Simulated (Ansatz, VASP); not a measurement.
Given: the input of a run of Ansatz 0.2.0 on Sr2CuSO2.

Contents of input.yaml:

```yaml
crystal:
  lattice:
    - [3.8496021699, 0.0, 0.0]
    - [0.0, 3.8496021699, 0.0]
    - [0.0, 0.0, 6.7882783291]
  atoms:
    - { symbol: Sr, position: [0.0, 0.0, 0.750843] }
    - { symbol: Sr, position: [0.0, 0.0, 0.249157] }
    - { symbol: Cu, position: [0.5, 0.5, 0.0] }
    - { symbol: S, position: [0.5, 0.5, 0.5] }
    - { symbol: O, position: [0.5, 0.0, 0.0] }
    - { symbol: O, position: [0.0, 0.5, 0.0] }
hamiltonian:
  xc: pbe
  pseudopotentials: { kind: paw }
kpoints:
  mp_grid: { grid: [7, 7, 4] }
scf:
  occupations: { method: fermi_dirac, width: 0.05 }
output:
  forces: true
  stress: true
  eigenvalues: true
```

Potentials or basis: Ansatz PAW.

Command:

```console
$ ansatz run input.yaml --threads 2 --pin off --max-ram 5120MiB --backend cpu --events-out ev --progress --plain --runs-dir out
```

Problem. Translate it to VASP 6.6.1. Potentials there: VASP PAW PBE potentials, release 64 (Sr_sv, Cu, S, O).

Solution. As run (the cutoff follows the program's own potentials):

The input INCAR:

```
PREC = Accurate ; ENCUT = 520
EDIFF = 1E-6 ; ISMEAR = -1
SIGMA = 0.05 ; LREAL = False
LASPH = True ; NELM = 80
ALGO = Normal ; ISIF = 2
LWAVE = False ; LCHARG = True
GGA = PE ; LELF = True
LVHAR = True ; NBANDS = 34
```

Contents of KPOINTS:

```
Automatic mesh
0
Gamma
  7 7 4
```

POSCAR

```
Sr2CuSO2
1.0
    3.8496021699      0.0000000000      0.0000000000
    0.0000000000      3.8496021699      0.0000000000
    0.0000000000      0.0000000000      6.7882783291
Sr Cu S O
2 1 1 2
Direct
    0.0000000000      0.0000000000      0.7508430000
    0.0000000000      0.0000000000      0.2491570000
    0.5000000000      0.5000000000      0.0000000000
    0.5000000000      0.5000000000      0.5000000000
    0.5000000000      0.0000000000      0.0000000000
    0.0000000000      0.5000000000      0.0000000000
```

Potentials or basis: VASP PAW PBE potentials, release 64 (Sr_sv, Cu, S, O).

Launch:

```console
$ cat potpaw_PBE.64/Sr_sv/POTCAR potpaw_PBE.64/Cu/POTCAR potpaw_PBE.64/S/POTCAR potpaw_PBE.64/O/POTCAR > POTCAR
$ mpirun -np 1 vasp_std > vasp.out
```

Both were run:

|  | VASP | Ansatz | Ansatz less VASP |
| --- | --- | --- | --- |
| gap on the k mesh at the Fermi level (eV) | none | none | - |
| pressure (GPa) | 4.1 | 3.6 | -0.53 |
| traceless stress, the component that is largest in VASP (GPa) | -1.15 | -0.99 | +0.163 |
| rms of the force components (eV/Å) | 0.060 | 0.042 | -0.0187 |

Atom by atom the forces differ by 0.019 eV/Å (rms over components). A gap of «none» marks a metal or a gap that the smearing closes. VASP's potentials hold 49 valence electrons a cell and Ansatz's 57, so a difference there can come from the potentials and not from the codes.
